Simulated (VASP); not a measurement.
# Mg2GeN3 (R-3m) in VASP: a series of runs

The runs below take Mg2GeN3 through single point, relaxation of cell and atoms, with PBE.

Everything below comes from runs of VASP 6.6.1. Logs are shortened: lines on timing, memory, paths and dates and some standing lists are left out, and cuts for length are marked.

## 1. The cell of the first run

The structure is trigonal, space group R-3m (No. 166). The conventional cell has a = 3.017 Å, b = 3.017 Å, c = 23.958 Å, α = 90.00°, β = 90.00°, γ = 120.00°. Within 2.8 Å of Mg (site symmetry 3m) lie 6 N at 2.14 to 2.40 Å and 1 Ge at 2.75 Å. Within 2.7 Å of Ge (site symmetry -3m) lie 6 N at 2.06 Å. N (site symmetry 3m) has 3 Ge at 2.06 Å and 3 Mg at 2.40 Å within 2.7 Å. N (site symmetry -3m) has 6 Mg at 2.14 Å within 2.8 Å.

## 2. Single point, PBE

INCAR

```
SYSTEM = Mg2GeN3
PREC = Accurate
ENCUT = 520
EDIFF = 1E-7
ISMEAR = 0
SIGMA = 0.2
LREAL = .FALSE.
LASPH = .TRUE.
NELM = 60
ALGO = Normal
ISIF = 2
LWAVE = .FALSE.
LCHARG = .TRUE.
GGA = PE
LELF = .TRUE.
LVHAR = .TRUE.
NBANDS = 26
```

KPOINTS

```
Automatic mesh
0
G
  4 4 4
  0 0 0
```

POSCAR

```
Mg2GeN3
1.0
    1.5083700324      0.8708578442      7.9859911908
   -1.5083700324      0.8708578442      7.9859911908
    0.0000000000     -1.7417156885      7.9859911908
Mg Ge N
2 1 3
Direct
    0.1146116524      0.1146116524      0.1146116524
    0.8853883476      0.8853883476      0.8853883476
    0.0000000000      0.0000000000      0.0000000000
    0.3792864355      0.3792864355      0.3792864355
    0.6207135645      0.6207135645      0.6207135645
    0.5000000000      0.5000000000      0.5000000000
```

Potentials or basis: VASP PAW PBE potentials, release 64 (Mg, Ge_d, N).

Command:

```sh
$ cat potpaw_PBE.64/Mg/POTCAR potpaw_PBE.64/Ge_d/POTCAR potpaw_PBE.64/N/POTCAR > POTCAR
$ mpirun -np 1 vasp_std > vasp.out
```

OUTCAR:

```text
SYSTEM = Mg2GeN3
   PREC = Accurate
   ENCUT = 520
   EDIFF = 1E-7
   ISMEAR = 0
   LREAL = .FALSE.
   LASPH = .TRUE.
   NELM = 60
   ISIF = 2
   GGA = PE

 ion  position               nearest neighbor table
   1  0.115  0.115  0.115-   6 2.14   6 2.14   6 2.14   4 2.40   4 2.40   4 2.40   3 2.75   2 3.04
                             2 3.04   2 3.04
   2  0.885  0.885  0.885-   6 2.14   6 2.14   6 2.14   5 2.40   5 2.40   5 2.40   3 2.75   1 3.04
                             1 3.04   1 3.04
   3  0.000  0.000  0.000-   5 2.06   4 2.06   5 2.06   5 2.06   4 2.06   4 2.06   2 2.75   1 2.75

   4  0.379  0.379  0.379-   3 2.06   3 2.06   3 2.06   1 2.40   1 2.40   1 2.40
   5  0.621  0.621  0.621-   3 2.06   3 2.06   3 2.06   2 2.40   2 2.40   2 2.40
   6  0.500  0.500  0.500-   1 2.14   2 2.14   1 2.14   1 2.14   2 2.14   2 2.14

  LATTYP: Found a trigonal (rhomboedric) cell.
 ALAT       =     8.1737157303
 COS(alpha) =     0.9318906513

  Lattice vectors:

 A1 = (   1.5083700324,   0.8708578442,   7.9859911908)
 A2 = (  -1.5083700324,   0.8708578442,   7.9859911908)
 A3 = (   0.0000000000,  -1.7417156885,   7.9859911908)

Analysis of symmetry for initial positions (statically):
=====================================================================
 Subroutine PRICEL returns:
 Original cell was already a primitive cell.

 Routine SETGRP: Setting up the symmetry group for a
 trigonal (rhombohedral) supercell.

 Subroutine GETGRP returns: Found 12 space group operations
 (whereof 12 operations were pure point group operations)
 out of a pool of 12 trial point group operations.

The static configuration has the point symmetry D_3d.

Analysis of symmetry for dynamics (positions and initial velocities):
=====================================================================
 Subroutine PRICEL returns:
 Original cell was already a primitive cell.

 Routine SETGRP: Setting up the symmetry group for a
 trigonal (rhombohedral) supercell.

 Subroutine GETGRP returns: Found 12 space group operations
 (whereof 12 operations were pure point group operations)
 out of a pool of 12 trial point group operations.

The dynamic configuration has the point symmetry D_3d.

 Subroutine INISYM returns: Found 12 space group operations
 (whereof 12 operations are pure point group operations),
 and found     1 'primitive' translations

----------------------------------------------------------------------------------------

                                     Primitive cell

  volume of cell :      62.9412

  direct lattice vectors                    reciprocal lattice vectors
     1.508370032  0.870857844  7.985991191     0.331483647  0.191382173  0.041739757
    -1.508370032  0.870857844  7.985991191    -0.331483647  0.191382173  0.041739757
     0.000000000 -1.741715689  7.985991191     0.000000000 -0.382764346  0.041739757

  length of vectors
     8.173715730  8.173715730  8.173715730     0.385033443  0.385033443  0.385033443

  position of ions in fractional coordinates (direct lattice)
     0.114611652  0.114611652  0.114611652
     0.885388348  0.885388348  0.885388348
     0.000000000  0.000000000  0.000000000
     0.379286435  0.379286435  0.379286435
     0.620713565  0.620713565  0.620713565
     0.500000000  0.500000000  0.500000000

  ion indices of the primitive-cell ions
   primitive index   ion index
                 1           1
                 2           2
                 3           3
                 4           4
                 5           5
                 6           6

----------------------------------------------------------------------------------------

 KPOINTS: Automatic mesh

Automatic generation of k-mesh.
 Grid dimensions read from file:
 generate k-points for:    4    4    4

 Generating k-lattice:

  Cartesian coordinates                     Fractional coordinates (reciprocal lattice)
     0.082870912  0.047845543  0.010434939     0.250000000  0.000000000  0.000000000
    -0.082870912  0.047845543  0.010434939     0.000000000  0.250000000  0.000000000
     0.000000000 -0.095691087  0.010434939     0.000000000  0.000000000  0.250000000

  Length of vectors
     0.096258361  0.096258361  0.096258361

  Shift w.r.t. Gamma in fractional coordinates (k-lattice)
     0.000000000  0.000000000  0.000000000

 Subroutine IBZKPT returns following result:
 ===========================================

 Found     13 irreducible k-points:

 Following reciprocal coordinates:
            Coordinates               Weight
  0.000000  0.000000  0.000000      1.000000
  0.250000  0.000000 -0.000000      6.000000
  0.500000  0.000000 -0.000000      3.000000
  0.250000  0.250000 -0.000000      6.000000
  0.500000  0.250000 -0.000000     12.000000
 -0.250000  0.250000  0.000000      6.000000
  0.500000  0.500000 -0.000000      3.000000
  0.250000  0.250000  0.250000      2.000000
  0.500000  0.250000  0.250000      6.000000
 -0.250000  0.250000  0.250000      6.000000
  0.500000  0.500000  0.250000      6.000000
 -0.250000  0.500000  0.250000      6.000000
  0.500000  0.500000  0.500000      1.000000
   k-points           NKPTS =     13   k-points in BZ     NKDIM =     13   number of bands    NBANDS=     26
   number of dos      NEDOS =    301   number of ions     NIONS =      6
   total plane-waves  NPLWV = 262144
   dimension x,y,z NGX =    64 NGY =   64 NGZ =   64
   dimension x,y,z NGXF=   128 NGYF=  128 NGZF=  128
   ions per type =               2   1   3
   NGX,Y,Z   is equivalent  to a cutoff of  13.02, 13.02, 13.02 a.u.
   NGXF,Y,Z  is equivalent  to a cutoff of  26.03, 26.03, 26.03 a.u.
 SYSTEM =  Mg2GeN3
   PREC   = accura    normal or accurate (medium, high low for compatibility)
   ISTART =      0    job   : 0-new  1-cont  2-samecut
   ICHARG =      2    charge: 1-file 2-atom 10-const
   ISPIN  =      1    spin polarized calculation?
   LNONCOLLINEAR =      F non collinear calculations
   LSORBIT =      F    spin-orbit coupling
   LASPH  =      T    aspherical Exc in radial PAW
   ENCUT  =  520.0 eV  38.22 Ry    6.18 a.u.  15.20 15.20 15.20*2*pi/ulx,y,z
   NELM   =     60;   NELMIN=  2; NELMDL= -5     # of ELM steps
   EDIFF  = 0.1E-06   stopping-criterion for ELM
   LREAL  =      F    real-space projection
   EDIFFG = 0.1E-05   stopping-criterion for IOM
   NSW    =      0    number of steps for IOM
   IBRION =     -1    ionic relax: 0-MD 1-quasi-New 2-CG
   NFREE  =      0    steps in history (QN), initial steepest desc. (CG)
   ISIF   =      2    stress and relaxation
   ISYM   =      2    0-nonsym 1-usesym 2-fastsym
   POTIM  = 0.5000    time-step for ionic-motion
   TEBEG  =    0.0;   TEEND  =   0.0 temperature during run
   PSTRESS=    0.0 pullay stress
   NELECT =      33.0000    total number of electrons
   NUPDOWN=      -1.0000    fix difference up-down
   EMIN   =  10.00;   EMAX   =-10.00  energy-range for DOS
   EFERMI =   0.00;   METHOD = LEGACY
   ISMEAR =     0;   SIGMA  =   0.20  broadening in eV -4-tet -1-fermi 0-gaus
   EFERMI_NEDOS =   21; number of points for ismear=-14 and -15
   IALGO  =     38    algorithm
   IMIX   =      4    mixing-type and parameters
     AMIX     =   0.40;   BMIX     =  1.00
     AMIX_MAG =   1.60;   BMIX_MAG =  1.00
  volume/ion in A,a.u.               =      10.49        70.79
  Fermi-wavevector in a.u.,A,eV,Ry     =   1.320082  2.494594 23.709754  1.742618
  Thomas-Fermi vector in A             =   2.449934
   LORBIT       =      0    0 simple, 1 ext, 2 COOP (PROOUT), +10 PAW based schemes
   GGA     = PE    functional components
   LHFCALC =     F    Hartree Fock is set to
   AEXX    =    0.0000 exact exchange contribution
   IVDW    =     0    specifies the selected vdW correction
   LEPSILON=     F    determine dielectric tensor
   LRPA    =     F    only Hartree local field effects (RPA)
 non-spin polarized calculation
 Gauss-broadening in eV      SIGMA  =   0.20
  energy-cutoff  :      520.00
  volume of cell :       62.94
 maximum number of plane-waves:      1716
 NGX is ok and might be reduce to    64
   NGX = 31   NGY = 31   NGZ = 31

 number of electron      32.9999996 magnetization

 Free energy of the ion-electron system (eV)
  ---------------------------------------------------
  ext. energy  EPLUGINS =         0.00000000
  ---------------------------------------------------
  free energy    TOTEN  =       -33.09899995 eV

  energy without entropy =      -33.00817040  energy(sigma->0) =      -33.05358518

 E-fermi :   5.3688     XC(G=0): -11.3139

 val. band max:        5.3658020785   @ k =   0.2500   0.0000  -0.0000
 cond. band min:       5.4130091944   @ k =   0.2500   0.0000  -0.0000
 fundamental gap:      0.0472071160
 Fermi energy:         5.3687690214

 k-point     1 :       0.0000    0.0000    0.0000
  band No.  band energies     occupation
      1     -18.8157      2.00000
      2     -18.7927      2.00000
      3     -18.7927      2.00000
      4     -18.7328      2.00000
      5     -18.7328      2.00000
      6     -11.6715      2.00000
[... 18 lines left out ...]
     25      18.0191      0.00000
     26      18.9552      0.00000

 k-point     2 :       0.2500    0.0000   -0.0000
  band No.  band energies     occupation
      1     -18.8463      2.00000
      2     -18.7838      2.00000
      3     -18.7659      2.00000
      4     -18.7517      2.00000
      5     -18.7199      2.00000
      6     -10.6369      2.00000
[... 18 lines left out ...]
     25      16.0956      0.00000
     26      17.4185      0.00000

 k-point     3 :       0.5000    0.0000   -0.0000
  band No.  band energies     occupation
      1     -18.9022      2.00000
      2     -18.7903      2.00000
      3     -18.7660      2.00000
      4     -18.7310      2.00000
      5     -18.6795      2.00000
      6      -8.5782      2.00000
[... 18 lines left out ...]
     25      15.9721      0.00000
     26      17.5243      0.00000

 k-point     4 :       0.2500    0.2500   -0.0000
  band No.  band energies     occupation
      1     -18.8463      2.00000
      2     -18.7838      2.00000
      3     -18.7659      2.00000
      4     -18.7517      2.00000
      5     -18.7199      2.00000
      6     -10.6342      2.00000
[... 18 lines left out ...]
     25      16.5377      0.00000
     26      17.1903      0.00000

 k-point     5 :       0.5000    0.2500   -0.0000
  band No.  band energies     occupation
      1     -18.8587      2.00000
      2     -18.7969      2.00000
      3     -18.7582      2.00000
      4     -18.7546      2.00000
      5     -18.7026      2.00000
      6      -8.8441      2.00000
[... 18 lines left out ...]
     25      16.1712      0.00000
     26      17.3198      0.00000

 k-point     6 :      -0.2500    0.2500    0.0000
  band No.  band energies     occupation
      1     -18.8587      2.00000
      2     -18.7969      2.00000
      3     -18.7582      2.00000
      4     -18.7546      2.00000
      5     -18.7026      2.00000
      6      -8.8538      2.00000
[... 18 lines left out ...]
     25      16.0871      0.00000
     26      17.4070      0.00000

 k-point     7 :       0.5000    0.5000   -0.0000
  band No.  band energies     occupation
      1     -18.9022      2.00000
      2     -18.7903      2.00000
      3     -18.7660      2.00000
      4     -18.7310      2.00000
      5     -18.6795      2.00000
      6      -8.5537      2.00000
[... 18 lines left out ...]
     25      16.2297      0.00000
     26      16.9028      0.00000

 k-point     8 :       0.2500    0.2500    0.2500
  band No.  band energies     occupation
      1     -18.8158      2.00000
      2     -18.7928      2.00000
      3     -18.7928      2.00000
      4     -18.7328      2.00000
      5     -18.7328      2.00000
      6     -11.6650      2.00000
[... 18 lines left out ...]
     25      18.2266      0.00000
     26      19.1059      0.00000

 k-point     9 :       0.5000    0.2500    0.2500
  band No.  band energies     occupation
      1     -18.8463      2.00000
      2     -18.7838      2.00000
      3     -18.7659      2.00000
      4     -18.7517      2.00000
      5     -18.7199      2.00000
      6     -10.6277      2.00000
[... 18 lines left out ...]
     25      15.9379      0.00000
     26      17.3014      0.00000

 k-point    10 :      -0.2500    0.2500    0.2500
  band No.  band energies     occupation
      1     -18.9022      2.00000
      2     -18.7902      2.00000
      3     -18.7660      2.00000
      4     -18.7310      2.00000
      5     -18.6795      2.00000
      6      -8.5663      2.00000
[... 18 lines left out ...]
     25      16.1728      0.00000
     26      16.9322      0.00000

 k-point    11 :       0.5000    0.5000    0.2500
  band No.  band energies     occupation
      1     -18.8463      2.00000
      2     -18.7838      2.00000
      3     -18.7659      2.00000
      4     -18.7517      2.00000
      5     -18.7199      2.00000
      6     -10.6250      2.00000
[... 18 lines left out ...]
     25      16.2831      0.00000
     26      17.0997      0.00000

 k-point    12 :      -0.2500    0.5000    0.2500
  band No.  band energies     occupation
      1     -18.8587      2.00000
      2     -18.7969      2.00000
      3     -18.7582      2.00000
      4     -18.7546      2.00000
      5     -18.7026      2.00000
      6      -8.8340      2.00000
[... 18 lines left out ...]
     25      16.3178      0.00000
     26      17.3854      0.00000

 k-point    13 :       0.5000    0.5000    0.5000
  band No.  band energies     occupation
      1     -18.8158      2.00000
      2     -18.7928      2.00000
      3     -18.7928      2.00000
      4     -18.7328      2.00000
      5     -18.7328      2.00000
      6     -11.6584      2.00000
[... 18 lines left out ...]
     25      18.4355      0.00000
     26      19.4514      0.00000

------------------------ aborting loop because EDIFF is reached ----------------------------------------

  FORCE on cell =-STRESS in cart. coord.  units (eV):
  Direction    XX          YY          ZZ          XY          YZ          ZX
  --------------------------------------------------------------------------------------
  -------------------------------------------------------------------------------------
  Total       -0.2496258     -0.2496258     -0.0605472      0.0000000      0.0000000      0.0000000
  in kB       -6.3542568     -6.3542568     -1.5412361      0.0000000      0.0000000      0.0000000
  external PRESSURE =      -4.7499166 kB  Pullay stress =       0.0000000 kB

 VOLUME and BASIS-vectors are now :
 -----------------------------------------------------------------------------
  energy-cutoff  :      520.00
  volume of cell :       62.94
      direct lattice vectors                 reciprocal lattice vectors
     1.508370032  0.870857844  7.985991191     0.331483647  0.191382173  0.041739757
    -1.508370032  0.870857844  7.985991191    -0.331483647  0.191382173  0.041739757
     0.000000000 -1.741715689  7.985991191     0.000000000 -0.382764346  0.041739757

 POSITION                                       TOTAL-FORCE (eV/Angst)
 -----------------------------------------------------------------------------------
      0.00000     -0.00000      2.74586         0.000000      0.000000     -0.016853
      0.00000     -0.00000     21.21211         0.000000     -0.000000      0.016853
      0.00000      0.00000      0.00000         0.000000     -0.000000     -0.000000
      0.00000     -0.00000      9.08693         0.000000     -0.000000      0.050164
      0.00000     -0.00000     14.87104         0.000000      0.000000     -0.050164
      0.00000     -0.00000     11.97899        -0.000000     -0.000000     -0.000000
 -----------------------------------------------------------------------------------
    total drift:                               -0.000000      0.000000      0.000000

  FREE ENERGIE OF THE ION-ELECTRON SYSTEM (eV)
  ---------------------------------------------------
  free  energy   TOTEN  =       -33.0989999524 eV

  energy  without entropy=      -33.0081704009  energy(sigma->0) =      -33.05358518
```

Wall time 4.7 min (1 thread of Intel Xeon 6975P-C (Granite Rapids), shared host); peak memory 0.55 GiB.

Results:

* Free energy: -33.0990 eV
* Pressure: -0.5 GPa
* Largest force: 0.050 eV/Å

Forces in eV/Å, atoms in the order of the input:
```
Mg   0.000  0.000 -0.017
Mg   0.000  0.000  0.017
Ge   0.000  0.000  0.000
N    0.000  0.000  0.050
N    0.000  0.000 -0.050
N    0.000  0.000  0.000
```

Caveat: the k points lie up to 0.60 Å⁻¹ apart.

[end of part 1 of 2]
